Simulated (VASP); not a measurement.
Set up this calculation in VASP 6.6.1, as the native input.

| Property | Result |
| --- | --- |
| Task | relaxation of cell and atoms |
| Functional | PBE |
| Potentials or basis | VASP PAW PBE potentials, release 64 (La) |
| Cutoff | 600 eV |
| k mesh | 15 × 15 × 15 |
| Occupations | fermi-dirac, width 0.1 eV |
| Spin | no spin polarisation |
| Target pressure | 15 GPa |
| Dipole correction | no |
| Further INCAR settings | ALGO = Normal; EDIFF = 1e-06; IBRION = 2; EDIFFG = -0.005; NSW = 32; ISIF = 3 |

The structure of La lies in POSCAR:

```
La
1.0
   -1.8724974858      1.8724974858      1.8724974858
    1.8724974858     -1.8724974858      1.8724974858
    1.8724974858      1.8724974858     -1.8724974858
La
1
Direct
    0.0000000000      0.0000000000      0.0000000000
```

One way to write it, as run:

INCAR

```
SYSTEM = La
ALGO = Normal
EDIFF = 1E-6
EDIFFG = -0.005
ENCUT = 600
GGA = PE
IBRION = 2
ISIF = 3
ISMEAR = -1
LASPH = .True.
LCHARG = .False.
LREAL = .False.
LWAVE = .False.
NELM = 80
NSW = 32
PREC = Accurate
PSTRESS = 150.0
SIGMA = 0.1
```

KPOINTS

```
k-points
0
Gamma
  15 15 15
  0 0 0
```

Potentials or basis: VASP PAW PBE potentials, release 64 (La).

Launch:

```bash
$ cat potpaw_PBE.64/La/POTCAR > POTCAR
$ mpirun -np 1 vasp_std > vasp.out
```

It gave:

The relaxed volume is 26.30 Å³/atom and the relaxed cell is a = 3.245 Å, b = 3.245 Å, c = 3.245 Å, α = 109.47°, β = 109.47°, γ = 109.47°. The space group after relaxing (to 0.05 Å) is Im-3m (No. 229). The energy change on relaxing (the enthalpy is what falls) is -3.4 meV/atom, the ionic steps are 3 and the pressure after relaxing is 15.0 GPa.

Caveat: the cell is relaxed towards a set pressure, so the enthalpy falls and the energy may rise.

Wall time 76 s on 1 thread of Intel Xeon 6975P-C (shared host), peak memory 0.21 GiB.
